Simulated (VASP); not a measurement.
# Ca3ZrBC3 (Pm-3m) in VASP: a series of runs

The runs below take Ca3ZrBC3 through single point, relaxation of cell and atoms, with PBE.

Everything below comes from runs of VASP 6.6.1. Logs are shortened: lines on timing, memory, paths and dates and some standing lists are left out, and cuts for length are marked.

## Step 1: The cell of the first run

Symmetry: Pm-3m, No. 221, cubic system. Conventional cell: a = 5.086 Å, b = 5.086 Å, c = 5.086 Å, α = 90.00°, β = 90.00°, γ = 90.00°. Ca (site symmetry 4/mmm) has 2 B at 2.54 Å and 4 C at 2.54 Å within 3.4 Å. Within 3.4 Å of Zr (site symmetry m-3m) lie 6 C at 2.54 Å. B (site symmetry m-3m) has 6 Ca at 2.54 Å within 3.4 Å. C (site symmetry 4/mmm) has 4 Ca at 2.54 Å and 2 Zr at 2.54 Å within 3.4 Å.

## Step 2: Single point, PBE

Input file INCAR:

```
SYSTEM = Ca3ZrBC3
  ALGO = Normal
  EDIFF = 1E-6
  ENCUT = 520
  GGA = PE
  ISIF = 2
  ISMEAR = 0
  LASPH = .TRUE.
  LCHARG = .FALSE.
  LREAL = .FALSE.
  LWAVE = .FALSE.
  NBANDS = 38
  NELM = 100
  PREC = Accurate
  SIGMA = 0.1
```

Input file KPOINTS:

```
k-points
0
G
  8 8 8
  0 0 0
```

Input file POSCAR:

```
Ca3ZrBC3
1.0
    5.0861762634      0.0000000000      0.0000000000
    0.0000000000      5.0861762634      0.0000000000
    0.0000000000      0.0000000000      5.0861762634
Ca Zr B C
3 1 1 3
Direct
    0.5000000000      0.0000000000      0.0000000000
    0.0000000000      0.5000000000      0.0000000000
    0.0000000000      0.0000000000      0.5000000000
    0.5000000000      0.5000000000      0.5000000000
    0.0000000000      0.0000000000      0.0000000000
    0.0000000000      0.5000000000      0.5000000000
    0.5000000000      0.0000000000      0.5000000000
    0.5000000000      0.5000000000      0.0000000000
```

Potentials or basis: VASP PAW PBE potentials, release 64 (Ca_sv, Zr_sv, B, C).

Started as:

```
cat potpaw_PBE.64/Ca_sv/POTCAR potpaw_PBE.64/Zr_sv/POTCAR potpaw_PBE.64/B/POTCAR potpaw_PBE.64/C/POTCAR > POTCAR
mpirun -np 1 vasp_std > vasp.out
```

OUTCAR:

```text
SYSTEM = Ca3ZrBC3
   EDIFF = 1E-6
   ENCUT = 520
   GGA = PE
   ISIF = 2
   ISMEAR = 0
   LASPH = .TRUE.
   LREAL = .FALSE.
   NELM = 100
   PREC = Accurate

 ion  position               nearest neighbor table
   1  0.500  0.000  0.000-   5 2.54   7 2.54   8 2.54   7 2.54   8 2.54   5 2.54
   2  0.000  0.500  0.000-   5 2.54   6 2.54   8 2.54   6 2.54   5 2.54   8 2.54
   3  0.000  0.000  0.500-   5 2.54   6 2.54   7 2.54   5 2.54   6 2.54   7 2.54
   4  0.500  0.500  0.500-   6 2.54   7 2.54   8 2.54   8 2.54   7 2.54   6 2.54
   5  0.000  0.000  0.000-   1 2.54   2 2.54   3 2.54   3 2.54   2 2.54   1 2.54
   6  0.000  0.500  0.500-   2 2.54   3 2.54   4 2.54   2 2.54   3 2.54   4 2.54
   7  0.500  0.000  0.500-   1 2.54   3 2.54   4 2.54   1 2.54   4 2.54   3 2.54
   8  0.500  0.500  0.000-   1 2.54   2 2.54   4 2.54   4 2.54   1 2.54   2 2.54

  LATTYP: Found a simple cubic cell.
 ALAT       =     5.0861762634

  Lattice vectors:

 A1 = (   5.0861762634,   0.0000000000,   0.0000000000)
 A2 = (   0.0000000000,   5.0861762634,   0.0000000000)
 A3 = (   0.0000000000,   0.0000000000,   5.0861762634)

Analysis of symmetry for initial positions (statically):
=====================================================================
 Subroutine PRICEL returns:
 Original cell was already a primitive cell.

 Routine SETGRP: Setting up the symmetry group for a
 simple cubic supercell.

 Subroutine GETGRP returns: Found 48 space group operations
 (whereof 48 operations were pure point group operations)
 out of a pool of 48 trial point group operations.

The static configuration has the point symmetry O_h .

Analysis of symmetry for dynamics (positions and initial velocities):
=====================================================================
 Subroutine PRICEL returns:
 Original cell was already a primitive cell.

 Routine SETGRP: Setting up the symmetry group for a
 simple cubic supercell.

 Subroutine GETGRP returns: Found 48 space group operations
 (whereof 48 operations were pure point group operations)
 out of a pool of 48 trial point group operations.

The dynamic configuration has the point symmetry O_h .

 Subroutine INISYM returns: Found 48 space group operations
 (whereof 48 operations are pure point group operations),
 and found     1 'primitive' translations

----------------------------------------------------------------------------------------

                                     Primitive cell
[... 103 lines left out ...]
   EDIFF  = 0.1E-05   stopping-criterion for ELM
   LREAL  =      F    real-space projection
   EDIFFG = 0.1E-04   stopping-criterion for IOM
   NSW    =      0    number of steps for IOM
   IBRION =     -1    ionic relax: 0-MD 1-quasi-New 2-CG
   NFREE  =      0    steps in history (QN), initial steepest desc. (CG)
   ISIF   =      2    stress and relaxation
   ISYM   =      2    0-nonsym 1-usesym 2-fastsym
   POTIM  = 0.5000    time-step for ionic-motion
   TEBEG  =    0.0;   TEEND  =   0.0 temperature during run
   PSTRESS=    0.0 pullay stress
   NELECT =      57.0000    total number of electrons
   NUPDOWN=      -1.0000    fix difference up-down
   EMIN   =  10.00;   EMAX   =-10.00  energy-range for DOS
   EFERMI =   0.00;   METHOD = LEGACY
   ISMEAR =     0;   SIGMA  =   0.10  broadening in eV -4-tet -1-fermi 0-gaus
   EFERMI_NEDOS =   21; number of points for ismear=-14 and -15
   IALGO  =     38    algorithm
   IMIX   =      4    mixing-type and parameters
     AMIX     =   0.40;   BMIX     =  1.00
     AMIX_MAG =   1.60;   BMIX_MAG =  1.00
  volume/ion in A,a.u.               =      16.45       110.99
  Fermi-wavevector in a.u.,A,eV,Ry     =   1.238725  2.340852 20.877332  1.534441
  Thomas-Fermi vector in A             =   2.373239
   LORBIT       =      0    0 simple, 1 ext, 2 COOP (PROOUT), +10 PAW based schemes
   GGA     = PE    functional components
   LHFCALC =     F    Hartree Fock is set to
   AEXX    =    0.0000 exact exchange contribution
   IVDW    =     0    specifies the selected vdW correction
   LEPSILON=     F    determine dielectric tensor
   LRPA    =     F    only Hartree local field effects (RPA)
 non-spin polarized calculation
 Gauss-broadening in eV      SIGMA  =   0.10
  energy-cutoff  :      520.00
  volume of cell :      131.58
 maximum number of plane-waves:      3575
 NGX is ok and might be reduce to    40
   NGX = 19   NGY = 19   NGZ = 19

 number of electron      56.9999995 magnetization

 Free energy of the ion-electron system (eV)
  ---------------------------------------------------
  ext. energy  EPLUGINS =         0.00000000
  ---------------------------------------------------
  free energy    TOTEN  =       -41.84098545 eV

  energy without entropy =      -41.78694571  energy(sigma->0) =      -41.81396558

 E-fermi :   3.9091     XC(G=0): -10.3178

 val. band max:        3.8949724210   @ k =   0.5000   0.5000   0.1250
 cond. band min:       3.9092114023   @ k =   0.3750   0.2500   0.1250
 fundamental gap:      0.0142389813
 Fermi energy:         3.9091120098

 k-point     1 :       0.0000    0.0000    0.0000
  band No.  band energies     occupation
      1     -44.5829      2.00000
      2     -34.7607      2.00000
      3     -34.7083      2.00000
      4     -34.7083      2.00000
      5     -22.5505      2.00000
      6     -22.5505      2.00000
[... 973 lines left out ...]
     37       9.0752      0.00000
     38       9.6907      0.00000

 [... further k-points ...]
[... 5 lines left out ...]
  --------------------------------------------------------------------------------------
  -------------------------------------------------------------------------------------
  Total        0.1994628      0.1994628      0.1994628      0.0000000      0.0000000     -0.0000000
  in kB        2.4288364      2.4288364      2.4288364      0.0000000      0.0000000     -0.0000000
  external PRESSURE =       2.4288364 kB  Pullay stress =       0.0000000 kB

 VOLUME and BASIS-vectors are now :
 -----------------------------------------------------------------------------
  energy-cutoff  :      520.00
  volume of cell :      131.58
      direct lattice vectors                 reciprocal lattice vectors
     5.086176263  0.000000000  0.000000000     0.196611354  0.000000000  0.000000000
     0.000000000  5.086176263  0.000000000     0.000000000  0.196611354  0.000000000
     0.000000000  0.000000000  5.086176263     0.000000000  0.000000000  0.196611354

 POSITION                                       TOTAL-FORCE (eV/Angst)
 -----------------------------------------------------------------------------------
      2.54309      0.00000      0.00000         0.000000      0.000000      0.000000
      0.00000      2.54309      0.00000         0.000000      0.000000      0.000000
      0.00000      0.00000      2.54309         0.000000      0.000000      0.000000
      2.54309      2.54309      2.54309         0.000000      0.000000      0.000000
      0.00000      0.00000      0.00000         0.000000      0.000000      0.000000
      0.00000      2.54309      2.54309         0.000000      0.000000      0.000000
      2.54309      0.00000      2.54309         0.000000      0.000000      0.000000
      2.54309      2.54309      0.00000         0.000000      0.000000      0.000000
 -----------------------------------------------------------------------------------
    total drift:                                0.000000      0.000000     -0.000000

  FREE ENERGIE OF THE ION-ELECTRON SYSTEM (eV)
  ---------------------------------------------------
  free  energy   TOTEN  =       -41.8409854522 eV

  energy  without entropy=      -41.7869457080  energy(sigma->0) =      -41.81396558
```

stdout:

```text
POSCAR found type information on POSCAR CaZrB C
 POSCAR found :  4 types and       8 ions
 scaLAPACK will be used
 LDA part: xc-table for (Slater+PW92), standard interpolation
 POSCAR, INCAR and KPOINTS ok, starting setup
 FFT: planning ... GRIDC
 FFT: planning ... GRID_SOFT
 FFT: planning ... GRID
 WAVECAR not read
 entering main loop
```

Wall time 2.7 min (1 thread of Intel Xeon Platinum 8259CL at 2.50GHz (Skylake/Cascade Lake), shared host); peak memory 0.35 GiB.

Results:

```
Free energy : -41.8410 eV
Pressure    : 0.2 GPa
```

## Step 3: Relaxation of cell and atoms, PBE

This run uses another cell than the first one, of 16.48 Å³/atom, 1.002 times its volume.

Input file INCAR:

```
SYSTEM = Ca3ZrBC3
ALGO     = Normal         ! electronic algorithm
EDIFF    = 1E-6           ! SCF threshold, eV
EDIFFG   = -0.01          ! ionic threshold
ENCUT    = 600            ! plane-wave cutoff, eV
GGA      = PE             ! functional
IBRION   = 2              ! ionic algorithm
ISIF     = 3              ! what is computed and relaxed
ISMEAR   = 0              ! smearing method
LASPH    = .True.         ! aspherical terms in the spheres
LCHARG   = .False.        ! write CHGCAR
LREAL    = .False.        ! projectors in reciprocal space
LWAVE    = .False.        ! write WAVECAR
NELM     = 100            ! most SCF steps
NSW      = 100            ! ionic steps
PREC     = Accurate       ! precision mode
SIGMA    = 0.1            ! smearing width, eV
```

Input file KPOINTS:

```
k-points
0
Gamma
  8 8 8
  0 0 0
```

Edit POSCAR of step 2 so:

```diff
@@ -2,5 +2,5 @@
 1.0
-    5.0861762634      0.0000000000      0.0000000000
-    0.0000000000      5.0861762634      0.0000000000
-    0.0000000000      0.0000000000      5.0861762634
+    5.0899521934      0.0000000000      0.0000000000
+    0.0000000000      5.0899521934      0.0000000000
+    0.0000000000      0.0000000000      5.0899521934
 Ca Zr B C
```

Potentials or basis: VASP PAW PBE potentials, release 64 (Ca_sv, Zr_sv, B, C).

Started as:

```
cat potpaw_PBE.64/Ca_sv/POTCAR potpaw_PBE.64/Zr_sv/POTCAR potpaw_PBE.64/B/POTCAR potpaw_PBE.64/C/POTCAR > POTCAR
mpirun -np 1 vasp_std > vasp.out
```

It took 2.9 min on 1 thread of Intel Xeon Platinum 8259CL at 2.50GHz (Skylake/Cascade Lake), shared host; peak memory 0.39 GiB.

The run converged. Its results:

| Property | Result |
| --- | --- |
| Free energy | -41.8425 eV |
| Pressure after relaxing | 0.0 GPa |

Final structure:
```
Ca Zr B C
1.0
     5.08995    0.00000    0.00000
     0.00000    5.08995    0.00000
     0.00000    0.00000    5.08995
Ca Zr B C
3 1 1 3
Cartesian
  2.5450 0.0000 0.0000
  0.0000 2.5450 0.0000
  0.0000 0.0000 2.5450
  2.5450 2.5450 2.5450
  0.0000 0.0000 0.0000
  0.0000 2.5450 2.5450
  2.5450 0.0000 2.5450
  2.5450 2.5450 0.0000
```

Levels at points of the mesh, in eV from the Fermi level:
```
           k point  band 27  band 28  band 29  band 30  band 31  band 32
(0.00, 0.00, 0.00)     0.80     0.80     0.80     0.94     0.94     0.94
(0.50, 0.00, 0.00)    -0.51    -0.44     0.76     0.76     1.10     1.10
(0.50, 0.50, 0.00)    -0.77    -0.57    -0.10     0.01     0.08     0.08
(0.50, 0.50, 0.50)    -0.25    -0.25    -0.25    -0.19    -0.19    -0.19
```

Caveat: the relaxation stopped at its first step, so nothing moved.

## Step 4: Single point, PBE

This run uses another cell than the first one, of 16.48 Å³/atom, 1.002 times its volume.

Input file INCAR:

```
PREC = Accurate
ENCUT = 520
EDIFF = 1E-7
ISMEAR = 0
SIGMA = 0.1
LREAL = F
LASPH = T
NELM = 100
ALGO = Normal
ISIF = 2
LWAVE = F
LCHARG = F
GGA = PE
NBANDS = 38
```

Input file KPOINTS:

```
Automatic mesh
0
Gamma
  4 4 4
```

POSCAR is that of step 3.

Potentials or basis: VASP PAW PBE potentials, release 64 (Ca_sv, Zr_sv, B, C).

Started as:

```
cat potpaw_PBE.64/Ca_sv/POTCAR potpaw_PBE.64/Zr_sv/POTCAR potpaw_PBE.64/B/POTCAR potpaw_PBE.64/C/POTCAR > POTCAR
mpirun -np 1 vasp_std > vasp.out
```

OUTCAR:

```text
PREC = Accurate
   ENCUT = 520
   EDIFF = 1E-7
   ISMEAR = 0
   LREAL = F
   LASPH = T
   NELM = 100
   ISIF = 2
   GGA = PE

 ion  position               nearest neighbor table
   1  0.500  0.000  0.000-   5 2.54   7 2.54   8 2.54   7 2.54   8 2.54   5 2.54
   2  0.000  0.500  0.000-   5 2.54   6 2.54   8 2.54   6 2.54   5 2.54   8 2.54
   3  0.000  0.000  0.500-   5 2.54   6 2.54   7 2.54   5 2.54   6 2.54   7 2.54
   4  0.500  0.500  0.500-   6 2.54   7 2.54   8 2.54   8 2.54   7 2.54   6 2.54
   5  0.000  0.000  0.000-   1 2.54   2 2.54   3 2.54   3 2.54   2 2.54   1 2.54
   6  0.000  0.500  0.500-   2 2.54   3 2.54   4 2.54   2 2.54   3 2.54   4 2.54
   7  0.500  0.000  0.500-   1 2.54   3 2.54   4 2.54   1 2.54   4 2.54   3 2.54
   8  0.500  0.500  0.000-   1 2.54   2 2.54   4 2.54   4 2.54   1 2.54   2 2.54

  LATTYP: Found a simple cubic cell.
 ALAT       =     5.0899521934

  Lattice vectors:

 A1 = (   5.0899521934,   0.0000000000,   0.0000000000)
 A2 = (   0.0000000000,   5.0899521934,   0.0000000000)
 A3 = (   0.0000000000,   0.0000000000,   5.0899521934)

Analysis of symmetry for initial positions (statically):
[... 176 lines left out ...]
 Fermi energy:         3.8510793071

 k-point     1 :       0.0000    0.0000    0.0000
  band No.  band energies     occupation
      1     -44.5410      2.00000
      2     -34.8065      2.00000
      3     -34.7547      2.00000
      4     -34.7547      2.00000
      5     -22.5095      2.00000
      6     -22.5095      2.00000
[... 399 lines left out ...]
     37      10.5380      0.00000
     38      10.5500      0.00000

------------------------ aborting loop because EDIFF is reached ----------------------------------------

  FORCE on cell =-STRESS in cart. coord.  units (eV):
  Direction    XX          YY          ZZ          XY          YZ          ZX
  --------------------------------------------------------------------------------------
  -------------------------------------------------------------------------------------
  Total        0.2002694      0.2002694      0.2002694      0.0000000     -0.0000000      0.0000000
  in kB        2.4332354      2.4332354      2.4332354      0.0000000     -0.0000000      0.0000000
  external PRESSURE =       2.4332354 kB  Pullay stress =       0.0000000 kB

 VOLUME and BASIS-vectors are now :
 -----------------------------------------------------------------------------
  energy-cutoff  :      520.00
  volume of cell :      131.87
      direct lattice vectors                 reciprocal lattice vectors
     5.089952193  0.000000000  0.000000000     0.196465499  0.000000000  0.000000000
     0.000000000  5.089952193  0.000000000     0.000000000  0.196465499  0.000000000
     0.000000000  0.000000000  5.089952193     0.000000000  0.000000000  0.196465499

 POSITION                                       TOTAL-FORCE (eV/Angst)
 -----------------------------------------------------------------------------------
      2.54498      0.00000      0.00000         0.000000      0.000000      0.000000
      0.00000      2.54498      0.00000         0.000000      0.000000      0.000000
      0.00000      0.00000      2.54498         0.000000      0.000000      0.000000
      2.54498      2.54498      2.54498         0.000000      0.000000      0.000000
      0.00000      0.00000      0.00000         0.000000      0.000000      0.000000
      0.00000      2.54498      2.54498         0.000000      0.000000      0.000000
      2.54498      0.00000      2.54498         0.000000      0.000000      0.000000
      2.54498      2.54498      0.00000         0.000000      0.000000      0.000000
 -----------------------------------------------------------------------------------
    total drift:                                0.000000      0.000000     -0.000000

  FREE ENERGIE OF THE ION-ELECTRON SYSTEM (eV)
  ---------------------------------------------------
  free  energy   TOTEN  =       -41.8134881613 eV

  energy  without entropy=      -41.7278989325  energy(sigma->0) =      -41.77069355
```

stdout:

```text
POSCAR found type information on POSCAR CaZrB C
 POSCAR found :  4 types and       8 ions
 scaLAPACK will be used
 LDA part: xc-table for (Slater+PW92), standard interpolation
 POSCAR, INCAR and KPOINTS ok, starting setup
 FFT: planning ... GRIDC
 FFT: planning ... GRID_SOFT
 FFT: planning ... GRID
 WAVECAR not read
 entering main loop
```

Run time: 62 s. Hardware: 1 thread of Intel Xeon Platinum 8259CL at 2.50GHz (Skylake/Cascade Lake), shared host; peak memory 0.27 GiB.

What came out:

```
Free energy : -41.8135 eV
Pressure    : 0.2 GPa
```

## Step 5: Summary

```tsv
task	cell	k mesh	cutoff (eV)	gap on the mesh (eV)	pressure (GPa)
single point	a = 5.086 Å, 8 atoms	8 × 8 × 8	520	none	0.2
relaxation of cell and atoms	relaxed from a = 5.090 Å, 8 atoms	8 × 8 × 8	600	none	0.0
single point	a = 5.090 Å, 8 atoms	4 × 4 × 4	520	none	0.2
```

Alike in all rows: level PBE; potentials or basis VASP PAW PBE potentials, release 64 (Ca_sv, Zr_sv, B, C); no spin polarisation; smearing gaussian 0.1 eV.

Caveats: the relaxation stopped at its first step, so nothing moved (some runs).

Absolute energies hang on the potentials; compare differences alone.
